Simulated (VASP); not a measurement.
## Pt: single point with LDA

Crystal: Pt.

```
Pt
1.0
    -1.55188    1.55188    1.55188
     1.55188   -1.55188    1.55188
     1.55188    1.55188   -1.55188
Pt
1
Direct
  0.00000 0.00000 0.00000
```

This cell differs from its parent crystal: volume scaled by 0.94.

* Program: VASP 6.6.1
* Task: single point
* Functional: LDA
* Potentials or basis: VASP PAW LDA potentials, release 64 (Pt)
* Cutoff: 520 eV
* k mesh: 12 × 12 × 12
* Occupations: fermi-dirac, width 0.05 eV
* Spin: no spin polarisation
* Dipole correction: no
* Further INCAR settings: ALGO = Normal; EDIFF = 1e-06; NBANDS = 11

The pressure is -0.1 GPa and the band gap on the k mesh is zero (band 5 reaches 12.21 eV, above the bottom of band 6 at 9.84 eV).

Levels at points of the mesh, in eV from the Fermi level:
| k point | band 3 | band 4 | band 5 | band 6 | band 7 | band 8 |
| --- | --- | --- | --- | --- | --- | --- |
| (0.00, 0.00, 0.00) | -3.73 | -3.73 | -0.98 | -0.98 | 17.12 | 17.12 |
| (0.50, 0.00, 0.00) | -1.18 | -0.61 | 0.17 | 1.26 | 6.86 | 13.32 |
| (0.50, 0.50, 0.50) | 0.67 | 0.67 | 0.67 | 7.84 | 7.84 | 7.84 |

It took 5.1 s on 1 thread of AMD EPYC 9R45 96-Core Processor (Zen 5), on a shared host, peak memory 0.09 GiB.

Caveat: spin-orbit coupling is left out, which moves the levels of the heavy elements.
